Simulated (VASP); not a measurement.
Write the native input for VASP 6.6.1 that does the following.

| Item | Value |
| --- | --- |
| Task | relaxation of cell and atoms |
| Functional | r2SCAN |
| Potentials or basis | VASP PAW PBE potentials, release 64 (Zr_sv, B) |
| Cutoff | 600 eV |
| k mesh | 12 × 12 × 6 |
| Occupations | gaussian, width 0.1 eV |
| Spin | no spin polarisation |
| Dipole correction | no |
| Further INCAR settings | ALGO = Normal; EDIFF = 1e-06; IBRION = 2; EDIFFG = -0.01; NSW = 65; ISIF = 3 |

Crystal: ZrB.

```
Zr B
1.0
     3.47616    0.00000    0.00000
    -1.73808    3.01044    0.00000
     0.00000    0.00000    5.66064
Zr B
2 2
Direct
  0.00000 0.00000 0.00000
  0.00000 0.00000 0.50000
  0.33333 0.66667 0.25000
  0.66667 0.33333 0.75000
```

These files were run (other wordings do the same):

POSCAR

```
ZrB
1.0
    3.4761611204      0.0000000000      0.0000000000
   -1.7380805602      3.0104438380      0.0000000000
    0.0000000000      0.0000000000      5.6606413779
Zr B
2 2
Direct
    0.0000000000      0.0000000000      0.0000000000
    0.0000000000      0.0000000000      0.5000000000
    0.3333333333      0.6666666667      0.2500000000
    0.6666666667      0.3333333333      0.7500000000
```

INCAR.step1

```
SYSTEM = ZrB
PREC = Accurate ; ENCUT = 600
ISMEAR = 0 ; SIGMA = 0.1
LREAL = .False. ; LASPH = .True.
NELM = 100 ; GGA = PE
ALGO = Normal ; EDIFF = 1E-4
LWAVE = .True. ; LCHARG = .False.
```

INCAR.step2

```
SYSTEM = ZrB
PREC = Accurate ; ENCUT = 600
EDIFF = 1E-6 ; ISMEAR = 0
SIGMA = 0.1 ; LREAL = .False.
LASPH = .True. ; NELM = 100
ALGO = Normal ; ISIF = 3
LWAVE = .False. ; LCHARG = .False.
METAGGA = R2SCAN ; LMIXTAU = .True.
IBRION = 2 ; NSW = 65
EDIFFG = -0.01 ; ISTART = 1
```

KPOINTS

```
regular mesh
0
Gamma
  12 12 6
  0 0 0
```

Potentials or basis: VASP PAW PBE potentials, release 64 (Zr_sv, B).

The run is started by

```sh
$ cat potpaw_PBE.64/Zr_sv/POTCAR potpaw_PBE.64/B/POTCAR > POTCAR
$ cp INCAR.step1 INCAR
$ mpirun -np 1 vasp_std > vasp.out
$ cp INCAR.step2 INCAR
$ mpirun -np 1 vasp_std > vasp.out
```

It gave:

```
Relaxed volume                        : 15.44 Å³/atom
Relaxed cell                          : a = 3.395 Å, b = 3.395 Å, c = 6.184 Å, α = 90.00°, β = 90.00°, γ = 120.00°
Space group after relaxing (to 0.1 Å) : P6_3/mmc (No. 194)
Energy gained by relaxing             : 101.4 meV/atom
Ionic steps                           : 9
Pressure after relaxing               : 0.0 GPa
Band gap on the k mesh                : zero (bands 15 and 16 overlap by 3.04 eV)
```

Caveat: the PAW data sets were made with another functional, which shifts forces and pressure a little.

It took 17 min on 1 thread of Intel(R) Xeon(R) 6975P-C (Granite Rapids), with other jobs on the host, peak memory 0.28 GiB.
